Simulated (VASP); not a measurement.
# Te in VASP: single point with PBE+D3(BJ)

Aim: the single point of Te with PBE+D3(BJ).

Program: VASP 6.6.1. These are calculated values, not measurements. Logs are shortened: lines on timing, memory, paths and dates and some standing lists are left out, and cuts for length are marked.

### 1 The cell of the first run

The cell holds a slab with vacuum, 6 atoms: a = 4.318 Å, b = 4.318 Å, c = 24.945 Å, α = 90.00°, β = 90.00°, γ = 120.00°.

### 2 Single point, PBE+D3(BJ)

The input, INCAR:

```
  ALGO = Normal
  DIPOL = 0.5 0.5 0.500
  EDIFF = 1E-6
  ENCUT = 520
  GGA = PE
  IDIPOL = 3
  ISIF = 2
  ISMEAR = 0
  IVDW = 12
  LASPH = T
  LCHARG = T
  LDIPOL = T
  LELF = T
  LREAL = F
  LVACPOTAV = T
  LVHAR = T
  LWAVE = F
  NBANDS = 27
  NELM = 100
  PREC = Accurate
  SIGMA = 0.1
```

The input, KPOINTS:

```
k-points
0
Gamma
  9 9 1
```

The input, POSCAR:

```
Te
1.0
    4.3181152236      0.0000000000      0.0000000000
   -2.1590576118      3.7395974801      0.0000000000
    0.0000000000      0.0000000000     24.9445343752
Te
6
Direct
    0.0023465167      0.3359801877      0.3079139182
    0.3350696026      0.0044615596      0.3792666194
    0.6676836867      0.6697288226      0.4507021756
   -0.0020503881      0.3302747006      0.5492964167
    0.3305936200     -0.0044689857      0.6207333129
    0.6663569620      0.6640237152      0.6920875572
```

Potentials or basis: VASP PAW PBE potentials, release 64 (Te).

Launch:

```
> cat potpaw_PBE.64/Te/POTCAR > POTCAR
> mpirun -np 1 vasp_std > vasp.out
```

OUTCAR:

```text
EDIFF = 1E-6
   ENCUT = 520
   GGA = PE
   ISIF = 2
   ISMEAR = 0
   IVDW = 12
   LASPH = T
   LREAL = F
   NELM = 100
   PREC = Accurate
 IVDW          = 12

 ion  position               nearest neighbor table
   1  0.002  0.336  0.308-   2 3.06   2 3.07   2 3.07
   2  0.335  0.004  0.379-   1 3.06   3 3.06   1 3.07   3 3.07   3 3.07   1 3.07
   3  0.668  0.670  0.451-   2 3.06   2 3.07   2 3.07   4 3.49   4 3.51   4 3.51
   4  0.998  0.330  0.549-   5 3.06   5 3.07   5 3.07   3 3.49   3 3.51   3 3.51
   5  0.331  0.996  0.621-   6 3.06   4 3.06   6 3.07   4 3.07   4 3.07   6 3.07
   6  0.666  0.664  0.692-   5 3.06   5 3.07   5 3.07

  LATTYP: Found a hexagonal cell.
 ALAT       =     4.3181152236
 C/A-ratio  =     5.7767181012

  Lattice vectors:

 A1 = (   4.3181152236,   0.0000000000,   0.0000000000)
 A2 = (  -2.1590576118,   3.7395974801,   0.0000000000)
 A3 = (   0.0000000000,   0.0000000000,  24.9445343752)

Analysis of symmetry for initial positions (statically):
=====================================================================
 Subroutine PRICEL returns:
 Original cell was already a primitive cell.

 Routine SETGRP: Setting up the symmetry group for a
 hexagonal supercell.

 Subroutine GETGRP returns: Found  1 space group operations
 (whereof  1 operations were pure point group operations)
 out of a pool of 24 trial point group operations.

The static configuration has the point symmetry C_1 .

Analysis of symmetry for dynamics (positions and initial velocities):
=====================================================================
 Subroutine PRICEL returns:
 Original cell was already a primitive cell.

 Routine SETGRP: Setting up the symmetry group for a
 hexagonal supercell.

 Subroutine GETGRP returns: Found  1 space group operations
 (whereof  1 operations were pure point group operations)
 out of a pool of 24 trial point group operations.

The dynamic configuration has the point symmetry C_1 .

 Subroutine INISYM returns: Found  1 space group operations
 (whereof  1 operations are pure point group operations),
 and found     1 'primitive' translations

----------------------------------------------------------------------------------------

                                     Primitive cell

  volume of cell :     402.8047

  direct lattice vectors                    reciprocal lattice vectors
     4.318115224  0.000000000  0.000000000     0.231582519  0.133704230  0.000000000
    -2.159057612  3.739597480  0.000000000     0.000000000  0.267408459  0.000000000
     0.000000000  0.000000000 24.944534375     0.000000000  0.000000000  0.040088942
[... 102 lines left out ...]
   PSTRESS=    0.0 pullay stress
   NELECT =      36.0000    total number of electrons
   NUPDOWN=      -1.0000    fix difference up-down
   EMIN   =  10.00;   EMAX   =-10.00  energy-range for DOS
   EFERMI =   0.00;   METHOD = LEGACY
   ISMEAR =     0;   SIGMA  =   0.10  broadening in eV -4-tet -1-fermi 0-gaus
   EFERMI_NEDOS =   21; number of points for ismear=-14 and -15
   IALGO  =     38    algorithm
   IMIX   =      4    mixing-type and parameters
     AMIX     =   0.40;   BMIX     =  1.00
     AMIX_MAG =   1.60;   BMIX_MAG =  1.00
  volume/ion in A,a.u.               =      67.13       453.04
  Fermi-wavevector in a.u.,A,eV,Ry     =   0.731943  1.383172  7.289201  0.535741
  Thomas-Fermi vector in A             =   1.824285
   LORBIT       =      0    0 simple, 1 ext, 2 COOP (PROOUT), +10 PAW based schemes
   GGA     = PE    functional components
   LHFCALC =     F    Hartree Fock is set to
   AEXX    =    0.0000 exact exchange contribution
   IVDW    =    12    specifies the selected vdW correction
   LEPSILON=     F    determine dielectric tensor
   LRPA    =     F    only Hartree local field effects (RPA)
 non-spin polarized calculation
 Gauss-broadening in eV      SIGMA  =   0.10
  energy-cutoff  :      520.00
  volume of cell :      402.80
 maximum number of plane-waves:     10890
   NGX = 17   NGY = 17   NGZ = 93

 dipolmoment           0.000000      0.000000      0.000006 electrons x Angstroem

 number of electron      35.9999999 magnetization

 dipolmoment           0.000000      0.000000     -0.000001 electrons x Angstroem

 Free energy of the ion-electron system (eV)
  ---------------------------------------------------
  ext. energy  EPLUGINS =         0.00000000
  ---------------------------------------------------
  free energy    TOTEN  =       -18.31776504 eV

  energy without entropy =      -18.31720576  energy(sigma->0) =      -18.31748540

 E-fermi :   0.3709     XC(G=0):  -5.0520

 val. band max:        0.1726324763   @ k =  -0.4444   0.2222   0.0000
 cond. band min:       0.4801244989   @ k =   0.0000   0.0000   0.0000
 fundamental gap:      0.3074920226
 Fermi energy:         0.3709346206

 k-point     1 :       0.0000    0.0000    0.0000
  band No.  band energies     occupation
      1     -13.1692      2.00000
      2     -13.0056      2.00000
      3     -10.9633      2.00000
      4     -10.2928      2.00000
      5      -8.5505      2.00000
      6      -7.8533      2.00000
[... 709 lines left out ...]
     26       4.7962      0.00000
     27       6.1492      0.00000

 [... further k-points ...]

------------------------ aborting loop because EDIFF is reached ----------------------------------------

 Edisp (eV)   -2.21601

 E8    (eV) :    -1.0469

  FORCE on cell =-STRESS in cart. coord.  units (eV):
  Direction    XX          YY          ZZ          XY          YZ          ZX
  --------------------------------------------------------------------------------------
  -------------------------------------------------------------------------------------
  Total      -2.43921    -2.39437     0.01777    -0.00012     0.02005     0.00021
  in kB      -9.70208    -9.52373     0.07068    -0.00048     0.07976     0.00085
  external pressure =       -6.39 kB  Pullay stress =        0.00 kB

 VOLUME and BASIS-vectors are now :
 -----------------------------------------------------------------------------
  energy-cutoff  :      520.00
  volume of cell :      402.80
      direct lattice vectors                 reciprocal lattice vectors
     4.318115224  0.000000000  0.000000000     0.231582519  0.133704230  0.000000000
    -2.159057612  3.739597480  0.000000000     0.000000000  0.267408459  0.000000000
     0.000000000  0.000000000 24.944534375     0.000000000  0.000000000  0.040088942

 POSITION                                       TOTAL-FORCE (eV/Angst)
 -----------------------------------------------------------------------------------
     -0.71527      1.25643      7.68077        -0.010672      0.002510     -0.011380
      1.43724      0.01668      9.46063         0.000380     -0.007248      0.009203
      1.43715      2.50452     11.24256         0.010276     -0.000071      0.004318
      3.59618      1.23509     13.70194         0.010263      0.000029     -0.004148
     -0.72187      3.72289     15.48390         0.000369      0.007294     -0.009176
      1.44374      2.48318     17.26380        -0.010616     -0.002514      0.011183
 -----------------------------------------------------------------------------------
    total drift:                               -0.000129     -0.000000      0.000015

  FREE ENERGIE OF THE ION-ELECTRON SYSTEM (eV)
  ---------------------------------------------------
  free  energy   TOTEN  =       -20.5337786122 eV

  energy  without entropy=      -20.5332193361  energy(sigma->0) =      -20.53349897

 vacuum level on the upper side and lower side of the slab         5.408         5.408
```

OSZICAR:

```text
N       E                     dE             d eps       ncg     rms          rms(c)
DAV:   1     0.217767461588E+03    0.21777E+03   -0.11574E+04  2214   0.984E+02
DAV:   2     0.552107172284E+01   -0.21225E+03   -0.20546E+03  3392   0.158E+02
DAV:   3    -0.177324041445E+02   -0.23253E+02   -0.23053E+02  2834   0.571E+01
[... 23 lines left out ...]
DAV:  27    -0.183177539029E+02   -0.49941E-05   -0.33629E-07  1716   0.237E-03    0.183E-02
DAV:  28    -0.183177585672E+02   -0.46643E-05   -0.13955E-07  1458   0.150E-03    0.816E-03
DAV:  29    -0.183177621362E+02   -0.35690E-05   -0.16784E-07  1710   0.151E-03    0.396E-03
DAV:  30    -0.183177644448E+02   -0.23086E-05   -0.42570E-08  1404   0.804E-04    0.388E-03
DAV:  31    -0.183177650365E+02   -0.59176E-06   -0.12583E-08  1458   0.462E-04
   1 F= -.20533779E+02 E0= -.20533499E+02  d E =-.559276E-03
```

stdout:

```text
POSCAR found type information on POSCAR Te
 POSCAR found :  1 types and       6 ions
 scaLAPACK will be used
 LDA part: xc-table for (Slater+PW92), standard interpolation
 POSCAR, INCAR and KPOINTS ok, starting setup
 FFT: planning ... GRIDC
 FFT: planning ... GRID_SOFT
 FFT: planning ... GRID
 WAVECAR not read
 entering main loop
 -----------------------------------------------------------------------------
|                                                                             |
|           W    W    AA    RRRRR   N    N  II  N    N   GGGG   !!!           |
|           W    W   A  A   R    R  NN   N  II  NN   N  G    G  !!!           |
|           W    W  A    A  R    R  N N  N  II  N N  N  G       !!!           |
|           W WW W  AAAAAA  RRRRR   N  N N  II  N  N N  G  GGG   !            |
|           WW  WW  A    A  R   R   N   NN  II  N   NN  G    G                |
|           W    W  A    A  R    R  N    N  II  N    N   GGGG   !!!           |
|                                                                             |
|     Did not find any points to average over, which means that no vacuum     |
|     field-free region was found. Please increase the size of  your cell     |
|     in the dimension of the dipole correction to obtain accurate            |
|     workfunction values.                                                    |
|                                                                             |
 -----------------------------------------------------------------------------
```

Run time: 16 min. Hardware: 1 thread of Intel Xeon Platinum 8375C at 2.90GHz (Ice Lake), shared host; peak memory 0.64 GiB.

Results:

```
Free energy                : -20.5338 eV
Largest force              : 0.016 eV/Å
Band gap on the k mesh     : 0.31 eV, indirect (least direct gap 0.70 eV)
Dispersion energy per atom : -0.369 eV
```

Forces on the atoms (eV/Å):
```
Te  -0.011  0.003 -0.011
Te   0.000 -0.007  0.009
Te   0.010  0.000  0.004
Te   0.010  0.000 -0.004
Te   0.000  0.007 -0.009
Te  -0.011 -0.003  0.011
```

Levels at points of the mesh, in eV from the valence-band top:
```tsv
k point	band 15	band 16	band 17	band 18	band 19	band 20	band 21	band 22
(0.00, 0.00, 0.00)	-0.84	-0.44	-0.43	-0.40	0.31	0.94	0.96	1.33
```

Caveat: spin-orbit coupling is left out, which moves the levels of the heavy elements.
